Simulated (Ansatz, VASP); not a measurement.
One calculation of Ag, two programs

File INCAR:

```
SYSTEM = Ag
PREC = Accurate ; ENCUT = 600
EDIFF = 1E-6 ; ISMEAR = 0
SIGMA = 0.1 ; LREAL = .FALSE.
LASPH = .TRUE. ; NELM = 60
ALGO = Fast ; ISIF = 3
LWAVE = .FALSE. ; LCHARG = .FALSE.
GGA = PE ; IBRION = 2
NSW = 100 ; EDIFFG = -0.01
```

KPOINTS

```
regular mesh
0
G
  12 12 12
  0 0 0
```

Contents of POSCAR:

```
Ag
1.0
    0.0000000000      3.1920932687      3.1920932687
    3.1920932687      0.0000000000      3.1920932687
    3.1920932687      3.1920932687      0.0000000000
Ag
3
Direct
    0.5000000000      0.5000000000      0.5000000000
    0.7500000000      0.7500000000      0.7500000000
    0.2500000000      0.2500000000      0.2500000000
```

Input for Ansatz:

```yaml
crystal:
  lattice:
    - [0.0, 3.1920932687, 3.1920932687]
    - [3.1920932687, 0.0, 3.1920932687]
    - [3.1920932687, 3.1920932687, 0.0]
  atoms:
    - { symbol: Ag, position: [0.5, 0.5, 0.5] }
    - { symbol: Ag, position: [0.75, 0.75, 0.75] }
    - { symbol: Ag, position: [0.25, 0.25, 0.25] }
basis:
  ecutwfc: 420
kpoints:
  mp_grid: { grid: [12, 12, 12] }
hamiltonian:
  xc: pbe
scf:
  occupations: { method: gaussian, width: 0.1 }
output:
  forces: true
  stress: true
  eigenvalues: true
  write_density: true
  write_potential: true
  elf: true
  volumetric_format: npy
relax:
  adjacent_minimum: "off"
  f_tol: 0.01
  max_steps: 80
  cell: { stress_tol: 0.05 }
```

Alike in both runs: task relaxation of cell and atoms; functional PBE; k mesh 12 × 12 × 12; occupations gaussian, width 0.1 eV; no spin polarisation.

```csv
,VASP,Ansatz
version,VASP 6.6.1,Ansatz 0.2.0
potentials or method,"VASP PAW PBE potentials, release 64 (Ag), cutoff 600 eV","scalar-relativistic, plane waves, PAW"
valence electrons in the cell,33,57
```

VASP gave:

| Property | Result |
| --- | --- |
| gap on the k mesh at the Fermi level, each at its own relaxed structure (eV) | none |
| relaxed volume (Å³/atom) | 21.59 |
| relaxed cell length with the largest relative difference (Å) | 4.508 |

**Question.** Which values does Ansatz return?

**Answer.** gap on the k mesh at the Fermi level, each at its own relaxed structure (eV): none; relaxed volume (Å³/atom): 21.63; relaxed cell length with the largest relative difference (Å): 4.511.

A gap of «none» marks a metal or a gap that the smearing closes. VASP's potentials hold 33 valence electrons a cell and Ansatz's 57, so a difference there can come from the potentials and not from the codes.
